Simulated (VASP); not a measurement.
# Li (P6_3/mmc) in VASP: single point with HSE06

Aim: the single point of Li with HSE06.

Program: VASP 6.6.1. These are calculated values, not measurements. Logs are shortened: lines on timing, memory, paths and dates and some standing lists are left out, and cuts for length are marked.

## (1) The cell of the first run

Symmetry: P6_3/mmc, No. 194, hexagonal system. The conventional cell has a = 3.085 Å, b = 3.085 Å, c = 4.937 Å, α = 90.00°, β = 90.00°, γ = 120.00°. Li (site symmetry -6m2) has 12 Li at 3.04 to 3.09 Å within 4.0 Å.

This isn't the form of Li at room conditions, which is bcc.

## (2) Single point, HSE06 (20.35 Å³/atom)

File POSCAR:

```
Li
1.0
    3.0852992701      0.0000000000      0.0000000000
   -1.5426496351      2.6719475462      0.0000000000
    0.0000000000      0.0000000000      4.9371801834
Li
2
Direct
    0.3333333333      0.6666666667      0.7500000000
    0.6666666667      0.3333333333      0.2500000000
```

File INCAR.step1:

```
PREC = Accurate
ENCUT = 520
EDIFF = 1E-5
ISMEAR = 0
SIGMA = 0.05
LREAL = False
LASPH = True
NELM = 60
ALGO = Normal
ISIF = 2
LWAVE = True
LCHARG = False
GGA = PE
NBANDS = 10
```

File INCAR.step2:

```
PREC = Accurate
ENCUT = 520
EDIFF = 1E-6
ISMEAR = 0
SIGMA = 0.05
LREAL = False
LASPH = True
NELM = 60
ALGO = Normal
ISIF = 2
LWAVE = False
LCHARG = False
GGA = PE
LHFCALC = True
HFSCREEN = 0.2079
PRECFOCK = Normal
ISTART = 1
NBANDS = 10
```

File KPOINTS:

```
regular mesh
0
Gamma
  8 8 4
```

Potentials or basis: VASP PAW PBE potentials, release 64 (Li_sv).

Started as:

```sh
$ cat potpaw_PBE.64/Li_sv/POTCAR > POTCAR
$ cp INCAR.step1 INCAR
$ mpirun -np 1 vasp_std > vasp.out
$ cp INCAR.step2 INCAR
$ mpirun -np 1 vasp_std > vasp.out
```

OUTCAR:

```text
PREC = Accurate
   ENCUT = 520
   EDIFF = 1E-6
   ISMEAR = 0
   LREAL = False
   LASPH = True
   NELM = 60
   ISIF = 2
   GGA = PE
   LHFCALC = True
   HFSCREEN = 0.2079
   PRECFOCK = Normal
   ISTART = 1

 ion  position               nearest neighbor table
   1  0.333  0.667  0.750-
   2  0.667  0.333  0.250-

  LATTYP: Found a hexagonal cell.
 ALAT       =     3.0852992701
 C/A-ratio  =     1.6002273203

  Lattice vectors:

 A1 = (   3.0852992701,   0.0000000000,   0.0000000000)
 A2 = (  -1.5426496351,   2.6719475462,   0.0000000000)
 A3 = (   0.0000000000,   0.0000000000,   4.9371801834)

Analysis of symmetry for initial positions (statically):
=====================================================================
 Subroutine PRICEL returns:
 Original cell was already a primitive cell.

 Routine SETGRP: Setting up the symmetry group for a
 hexagonal supercell.

 Subroutine GETGRP returns: Found 24 space group operations
 (whereof 12 operations were pure point group operations)
 out of a pool of 24 trial point group operations.

The static configuration has the point symmetry D_3d.
 The point group associated with its full space group is D_6h.

Analysis of symmetry for dynamics (positions and initial velocities):
=====================================================================
 Subroutine PRICEL returns:
 Original cell was already a primitive cell.

 Routine SETGRP: Setting up the symmetry group for a
 hexagonal supercell.

 Subroutine GETGRP returns: Found 24 space group operations
 (whereof 12 operations were pure point group operations)
 out of a pool of 24 trial point group operations.

The dynamic configuration has the point symmetry D_3d.
 The point group associated with its full space group is D_6h.

 Subroutine INISYM returns: Found 24 space group operations
 (whereof 12 operations are pure point group operations),
 and found     1 'primitive' translations

----------------------------------------------------------------------------------------

                                     Primitive cell

  volume of cell :      40.7009

  direct lattice vectors                    reciprocal lattice vectors
     3.085299270  0.000000000  0.000000000     0.324117667  0.187129422  0.000000000
    -1.542649635  2.671947546  0.000000000     0.000000000  0.374258844  0.000000000
     0.000000000  0.000000000  4.937180183     0.000000000  0.000000000  0.202544765

  length of vectors
     3.085299270  3.085299270  4.937180183     0.374258844  0.374258844  0.202544765

  position of ions in fractional coordinates (direct lattice)
     0.333333333  0.666666667  0.750000000
     0.666666667  0.333333333  0.250000000

  ion indices of the primitive-cell ions
   primitive index   ion index
                 1           1
                 2           2

----------------------------------------------------------------------------------------

 KPOINTS: regular mesh

Automatic generation of k-mesh.
 Grid dimensions read from file:
 generate k-points for:    8    8    4

 Generating k-lattice:

  Cartesian coordinates                     Fractional coordinates (reciprocal lattice)
     0.040514708  0.023391178  0.000000000     0.125000000  0.000000000  0.000000000
     0.000000000  0.046782356  0.000000000     0.000000000  0.125000000  0.000000000
     0.000000000  0.000000000  0.050636191     0.000000000  0.000000000  0.250000000

  Length of vectors
     0.046782356  0.046782356  0.050636191

  Shift w.r.t. Gamma in fractional coordinates (k-lattice)
     0.000000000  0.000000000  0.000000000

 Subroutine IBZKPT returns following result:
 ===========================================

 Found     30 irreducible k-points:

 Following reciprocal coordinates:
            Coordinates               Weight
  0.000000  0.000000  0.000000      1.000000
  0.125000  0.000000  0.000000      6.000000
  0.250000  0.000000  0.000000      6.000000
  0.375000  0.000000  0.000000      6.000000
  0.500000  0.000000  0.000000      3.000000
  0.125000  0.125000  0.000000      6.000000
[... 16 lines left out ...]
  0.250000  0.000000  0.500000      6.000000
  0.375000  0.000000  0.500000      6.000000
 [... further k-points ...]
   k-points           NKPTS =     30   k-points in BZ     NKDIM =    256   number of bands    NBANDS=     10
   number of dos      NEDOS =    301   number of ions     NIONS =      2
   total plane-waves  NPLWV =  23040
   dimension x,y,z NGX =    24 NGY =   24 NGZ =   40
   dimension x,y,z NGXF=    48 NGYF=   48 NGZF=   80
   ions per type =               2
   NGX,Y,Z   is equivalent  to a cutoff of  12.93, 12.93, 13.47 a.u.
   NGXF,Y,Z  is equivalent  to a cutoff of  25.86, 25.86, 26.94 a.u.
 SYSTEM =  unknown system
   PREC   = accura    normal or accurate (medium, high low for compatibility)
   ISTART =      1    job   : 0-new  1-cont  2-samecut
   ICHARG =      0    charge: 1-file 2-atom 10-const
   ISPIN  =      1    spin polarized calculation?
   LNONCOLLINEAR =      F non collinear calculations
   LSORBIT =      F    spin-orbit coupling
   LASPH  =      T    aspherical Exc in radial PAW
   ENCUT  =  520.0 eV  38.22 Ry    6.18 a.u.   5.74  5.74  9.18*2*pi/ulx,y,z
   NELM   =     60;   NELMIN=  2; NELMDL=  0     # of ELM steps
   EDIFF  = 0.1E-05   stopping-criterion for ELM
   LREAL  =      F    real-space projection
   EDIFFG = 0.1E-04   stopping-criterion for IOM
   NSW    =      0    number of steps for IOM
   IBRION =     -1    ionic relax: 0-MD 1-quasi-New 2-CG
   NFREE  =      0    steps in history (QN), initial steepest desc. (CG)
   ISIF   =      2    stress and relaxation
   ISYM   =      3    0-nonsym 1-usesym 2-fastsym
   POTIM  = 0.5000    time-step for ionic-motion
   TEBEG  =    0.0;   TEEND  =   0.0 temperature during run
   PSTRESS=    0.0 pullay stress
   NELECT =       6.0000    total number of electrons
   NUPDOWN=      -1.0000    fix difference up-down
   EMIN   =  10.00;   EMAX   =-10.00  energy-range for DOS
   EFERMI =   0.00;   METHOD = LEGACY
   ISMEAR =     0;   SIGMA  =   0.05  broadening in eV -4-tet -1-fermi 0-gaus
   EFERMI_NEDOS =   21; number of points for ismear=-14 and -15
   IALGO  =     38    algorithm
   IMIX   =      1    mixing-type and parameters
     AMIX     =   0.40;   BMIX     =  1.00
     AMIX_MAG =   1.60;   BMIX_MAG =  1.00
  volume/ion in A,a.u.               =      20.35       137.33
  Fermi-wavevector in a.u.,A,eV,Ry     =   0.864816  1.634266 10.175895  0.747907
  Thomas-Fermi vector in A             =   1.982969
   LORBIT       =      0    0 simple, 1 ext, 2 COOP (PROOUT), +10 PAW based schemes
   GGA     = PE    functional components
   LHFCALC =     T    Hartree Fock is set to
   PRECFOCK=normal    Normal, Fast or Accurate (Low or Medium for compatibility)
   ENCUT4O =  -1.0   cutoff for four orbital integrals eV
   NKREDX  =     1    reduce k-point grid by
   NKREDY  =     1    reduce k-point grid by
   NKREDZ  =     1    reduce k-point grid by
   AEXX    =    0.2500 exact exchange contribution
   HFSCREEN=    0.2079 screening length (either q_TF or 0.3 A-1)
   HFSCREENC=   0.2079 screening length for correlation (either q_TF or 0.3 A-1)
   ENCUTFOCK=  -1.0 apply spherical cutoff to Coloumb kernel
   IVDW    =     0    specifies the selected vdW correction
   LEPSILON=     F    determine dielectric tensor
   LRPA    =     F    only Hartree local field effects (RPA)
 non-spin polarized calculation
 Gauss-broadening in eV      SIGMA  =   0.05
  energy-cutoff  :      520.00
  volume of cell :       40.70
 maximum number of plane-waves:      1124
 NGX is ok and might be reduce to    24
  NGX = 18; NGY = 18; NGZ = 28

 number of electron       5.9999992 magnetization

 Free energy of the ion-electron system (eV)
  ---------------------------------------------------
  ext. energy  EPLUGINS =         0.00000000
  ---------------------------------------------------
  free energy    TOTEN  =        -3.94563162 eV

  energy without entropy =       -3.94282980  energy(sigma->0) =       -3.94423071

 E-fermi :   0.4579     XC(G=0):  -5.9421

 val. band max:        0.4485187396   @ k =   0.3750   0.1250   0.2500
 cond. band min:       0.4909798715   @ k =   0.5000   0.0000   0.0000
 fundamental gap:      0.0424611320
 Fermi energy:         0.4579176801

 k-point     1 :       0.0000    0.0000    0.0000
  band No.  band energies     occupation
      1     -49.5856      2.00000
      2     -49.5654      2.00000
      3      -3.7307      2.00000
      4       0.8170      0.00000
      5       3.9758      0.00000
      6      13.5964      0.00000
      7      13.5965      0.00000
      8      15.0328      0.00000
      9      15.0329      0.00000
     10      16.2385      0.00000

 k-point     2 :       0.1250    0.0000    0.0000
  band No.  band energies     occupation
      1     -49.5832      2.00000
      2     -49.5645      2.00000
      3      -3.4279      2.00000
      4       1.1849      0.00000
      5       4.0875      0.00000
      6      11.3925      0.00000
      7      12.2540      0.00000
      8      15.0095      0.00000
      9      15.6506      0.00000
     10      15.6595      0.00000

 k-point     3 :       0.2500    0.0000    0.0000
  band No.  band energies     occupation
      1     -49.5771      2.00000
      2     -49.5626      2.00000
      3      -2.5156      2.00000
      4       2.2660      0.00000
      5       4.2647      0.00000
      6       8.3566      0.00000
      7      10.7784      0.00000
      8      12.8273      0.00000
      9      13.0636      0.00000
     10      15.0109      0.00000

 k-point     4 :       0.3750    0.0000    0.0000
  band No.  band energies     occupation
      1     -49.5703      2.00000
      2     -49.5614      2.00000
      3      -1.0176      2.00000
      4       3.4043      0.00000
      5       3.9956      0.00000
      6       7.0762      0.00000
      7       9.4550      0.00000
      8       9.8463      0.00000
      9      10.4850      0.00000
     10      14.2920      0.00000

 k-point     5 :       0.5000    0.0000    0.0000
  band No.  band energies     occupation
      1     -49.5671      2.00000
      2     -49.5614      2.00000
      3       0.4910      0.34972
      4       1.7754      0.00000
      5       5.8609      0.00000
      6       7.0125      0.00000
      7       7.5207      0.00000
      8       9.0806      0.00000
      9       9.5309      0.00000
     10      14.0218      0.00000

 k-point     6 :       0.1250    0.1250    0.0000
  band No.  band energies     occupation
      1     -49.5788      2.00000
      2     -49.5631      2.00000
      3      -2.8195      2.00000
      4       1.9094      0.00000
      5       4.2725      0.00000
      6       9.3905      0.00000
      7      10.2671      0.00000
      8      14.1581      0.00000
      9      14.5746      0.00000
     10      14.6940      0.00000
[... 183 lines left out ...]
 k-point    21 :       0.0000    0.0000    0.5000
  band No.  band energies     occupation
      1     -49.5753      2.00000
      2     -49.5753      2.00000
      3      -2.3040      2.00000
      4      -2.3040      2.00000
      5       9.5280      0.00000
      6       9.5280      0.00000
      7      14.5767      0.00000
      8      14.5767      0.00000
      9      14.5768      0.00000
     10      14.5768      0.00000

 k-point    22 :       0.1250    0.0000    0.5000
  band No.  band energies     occupation
      1     -49.5736      2.00000
      2     -49.5736      2.00000
      3      -1.9916      2.00000
      4      -1.9916      2.00000
      5       9.6176      0.00000
      6       9.6176      0.00000
      7      12.8143      0.00000
      8      12.8143      0.00000
      9      13.5704      0.00000
     10      13.5704      0.00000

 k-point    23 :       0.2500    0.0000    0.5000
  band No.  band energies     occupation
      1     -49.5696      2.00000
      2     -49.5696      2.00000
      3      -1.0714      2.00000
      4      -1.0714      2.00000
      5       8.6876      0.00000
      6       8.6876      0.00000
      7      10.9964      0.00000
      8      10.9964      0.00000
      9      12.2001      0.00000
     10      12.2001      0.00000

 k-point    24 :       0.3750    0.0000    0.5000
  band No.  band energies     occupation
      1     -49.5658      2.00000
      2     -49.5658      2.00000
      3       0.3485      1.99803
      4       0.3485      1.99803
      5       5.9939      0.00000
      6       5.9939      0.00000
      7      11.2980      0.00000
      8      11.2980      0.00000
      9      11.7589      0.00000
     10      11.7589      0.00000

 [... further k-points ...]
[... 5 lines left out ...]
  --------------------------------------------------------------------------------------
  -------------------------------------------------------------------------------------
  Total        0.0393937      0.0393937      0.0574537     -0.0000000     -0.0000000     -0.0000000
  in kB        1.5507194      1.5507194      2.2616460     -0.0000000     -0.0000000     -0.0000000
  external PRESSURE =       1.7876949 kB  Pullay stress =       0.0000000 kB

 VOLUME and BASIS-vectors are now :
 -----------------------------------------------------------------------------
  energy-cutoff  :      520.00
  volume of cell :       40.70
      direct lattice vectors                 reciprocal lattice vectors
     3.085299270  0.000000000  0.000000000     0.324117667  0.187129422  0.000000000
    -1.542649635  2.671947546  0.000000000     0.000000000  0.374258844  0.000000000
     0.000000000  0.000000000  4.937180183     0.000000000  0.000000000  0.202544765

 POSITION                                       TOTAL-FORCE (eV/Angst)
 -----------------------------------------------------------------------------------
     -0.00000      1.78130      3.70289         0.000000     -0.000000      0.000000
      1.54265      0.89065      1.23430        -0.000000      0.000000     -0.000000
 -----------------------------------------------------------------------------------
    total drift:                               -0.000000     -0.000000     -0.000000

  FREE ENERGIE OF THE ION-ELECTRON SYSTEM (eV)
  ---------------------------------------------------
  free  energy   TOTEN  =        -3.9456316180 eV

  energy  without entropy=       -3.9428298010  energy(sigma->0) =       -3.94423071
```

Wall time 9.5 min (1 thread of Intel Xeon Platinum 8259CL at 2.50GHz (Skylake/Cascade Lake), shared host); peak memory 0.26 GiB.

Results:

```
Free energy            : -3.9456 eV
Band gap on the k mesh : zero (bands 3 and 4 overlap by 4.81 eV)
```

Caveat: the cutoff is under 1.25 times the usual one of these potentials, so pressure, stress and relaxed cells hold a basis-set (Pulay) error; the PAW data sets were made with another functional, which shifts forces and pressure a little.

The gap in the log of VASP goes by the Fermi energy; the results here count the filled bands.